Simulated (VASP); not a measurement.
Here is a VASP 6.6.1 calculation.

File INCAR:

```
  ALGO = Normal
  EDIFF = 1E-6
  ENCUT = 500
  GGA = PE
  GGA_COMPAT = False
  ISIF = 2
  ISMEAR = 1
  LASPH = True
  LCHARG = False
  LREAL = False
  LWAVE = False
  NBANDS = 11
  NELM = 120
  PREC = Accurate
  SIGMA = 0.14
```

Contents of KPOINTS:

```
k-points
0
Gamma
  4 4 4
```

The input POSCAR:

```
AlAs
1.0
    0.0000000000      2.8379008005      2.8379008005
    2.8379008005      0.0000000000      2.8379008005
    2.8379008005      2.8379008005      0.0000000000
Al As
1 1
Direct
    0.0000000000      0.0000000000      0.0000000000
    0.7500000000      0.7500000000      0.7500000000
```

Potentials or basis: VASP PAW PBE potentials, release 64 (Al, As).

The run is started by

```sh
$ cat potpaw_PBE.64/Al/POTCAR potpaw_PBE.64/As/POTCAR > POTCAR
$ mpirun -np 1 vasp_std > vasp.out
```

Problem. Estimate the band gap on the k mesh.

Solution. 1.42 eV, indirect (least direct gap 1.99 eV).

Problem. Estimate the pressure.

Solution. 2.4 GPa.

Caveat: the k points lie up to 0.48 Å⁻¹ apart. A k mesh can miss the band edges.
